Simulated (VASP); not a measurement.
Wanted: the native input for a VASP 6.6.1 run.

* Task: relaxation of cell and atoms
* Functional: PBE
* Potentials or basis: VASP PAW PBE potentials, release 64 (Ge_d)
* Cutoff: 600 eV
* k mesh: 8 × 6 × 6
* Occupations: gaussian, width 0.1 eV
* Spin: no spin polarisation
* Dipole correction: no
* Further INCAR settings: ALGO = Normal; EDIFF = 1e-06; IBRION = 2; EDIFFG = -0.04; NSW = 90; ISIF = 3

The structure of Ge lies in POSCAR:

```
Ge
1.0
    2.3399427200      0.0000000000      0.0000000000
    0.0000000000      3.0248546300      0.0000000000
    0.0000000000      0.0000000000      3.2089784800
Ge
1
Direct
    0.0000000000      0.0000000000      0.0000000000
```

The cell was built from a structure type or drawn by symmetry, and may not be a known phase.

One way to write it, as run:

INCAR

```
SYSTEM = Ge
PREC = Accurate
ENCUT = 600
EDIFF = 1E-6
ISMEAR = 0
SIGMA = 0.1
LREAL = .False.
LASPH = .True.
NELM = 100
ALGO = Normal
ISIF = 3
LWAVE = .False.
LCHARG = .False.
GGA = PE
IBRION = 2
NSW = 90
EDIFFG = -0.04
```

KPOINTS

```
Automatic mesh
0
Gamma
  8 6 6
  0 0 0
```

Potentials or basis: VASP PAW PBE potentials, release 64 (Ge_d).

Command:

```console
$ cat potpaw_PBE.64/Ge_d/POTCAR > POTCAR
$ mpirun -np 1 vasp_std > vasp.out
```

Results of the run:

```
Relaxed volume                        : 20.01 Å³/atom
Relaxed cell                          : a = 2.646 Å, b = 2.749 Å, c = 2.751 Å, α = 90.00°, β = 90.00°, γ = 90.00°
Space group after relaxing (to 0.1 Å) : P4/mmm (No. 123)
Energy gained by relaxing             : 461.1 meV/atom
Ionic steps                           : 13
Pressure after relaxing               : 0.0 GPa
Band gap on the k mesh                : zero (bands 7 and 8 overlap by 8.71 eV)
```

Wall time 3.8 min on 1 thread of Intel Xeon 8259CL, with other jobs on the host, peak memory 0.16 GiB.
